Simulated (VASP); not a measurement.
A run of VASP 6.6.1 is set up as follows.

Contents of INCAR:

```
  PREC = Accurate
  ENCUT = 520
  EDIFF = 1E-6
  ISMEAR = 0
  SIGMA = 0.1
  LREAL = False
  LASPH = True
  NELM = 100
  ALGO = Normal
  ISIF = 2
  LWAVE = False
  LCHARG = False
  GGA = PE
  NBANDS = 46
```

Contents of KPOINTS:

```
regular mesh
0
Gamma
  6 6 2
```

File POSCAR:

```
RbGe2
1.0
    3.8643215288      0.0000000000      0.0000000000
    0.0000000000      3.8643215288      0.0000000000
    0.0000000000      0.0000000000     11.1438677601
Rb Ge
2 4
Direct
    0.0000000000      0.0000000000      0.0000000000
    0.5000000000      0.5000000000      0.5000000000
    0.0000000000      0.5000000000      0.1250000000
    0.0000000000      0.5000000000      0.6250000000
    0.5000000000      0.0000000000      0.3750000000
    0.5000000000      0.0000000000      0.8750000000
```

Potentials or basis: VASP PAW PBE potentials, release 64 (Rb_sv, Ge_d).

Launch:

```bash
$ cat potpaw_PBE.64/Rb_sv/POTCAR potpaw_PBE.64/Ge_d/POTCAR > POTCAR
$ mpirun -np 1 vasp_std > vasp.out
```

(1) Estimate the band gap on the k mesh.

(2) Predict the pressure.

Results:

(1) zero (band 37 reaches 3.50 eV, above the bottom of band 38 at 2.55 eV).

(2) 23.9 GPa.

Caveat: forces of over 1 eV/Å act on the atoms, so gaps and moduli don't describe the material at rest.
